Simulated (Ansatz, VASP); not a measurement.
# SiNi in VASP and in Ansatz

```
CELL_PARAMETERS angstrom
4.49678 0.00000 0.00000
0.00000 4.49678 0.00000
0.00000 0.00000 4.49678
ATOMIC_POSITIONS crystal
Si 0.86010 0.86010 0.86010
Si 0.63990 0.13990 0.36010
Si 0.36010 0.63990 0.13990
Si 0.13990 0.36010 0.63990
Ni 0.14700 0.14700 0.14700
Ni 0.35300 0.85300 0.64700
Ni 0.64700 0.35300 0.85300
Ni 0.85300 0.64700 0.35300
```

Alike in both runs: task single point; functional PBEsol; k mesh 5 × 5 × 5; collinear spin.

```csv
,VASP,Ansatz
version,VASP 6.6.1,Ansatz 0.2.0
potentials or method,"VASP PAW PBE potentials, release 64 (Si, Ni)","plane waves, PAW"
plane-wave cutoff (eV),520,420
occupations,"fermi-dirac, width 0.1 eV",fermi-dirac
valence electrons in the cell,56,88
```

|  | VASP | Ansatz | Ansatz less VASP |
| --- | --- | --- | --- |
| gap on the k mesh at the Fermi level (eV) | none | none | - |
| net moment per atom (μB) | 0.00 | 0.00 | 0.000 |

VASP's potentials were made for PBE, not for PBEsol. A gap of «none» marks a metal or a gap that the smearing closes. VASP's potentials hold 56 valence electrons a cell and Ansatz's 88, so a difference there can come from the potentials and not from the codes. Ansatz's warnings: seeded moment not kept.
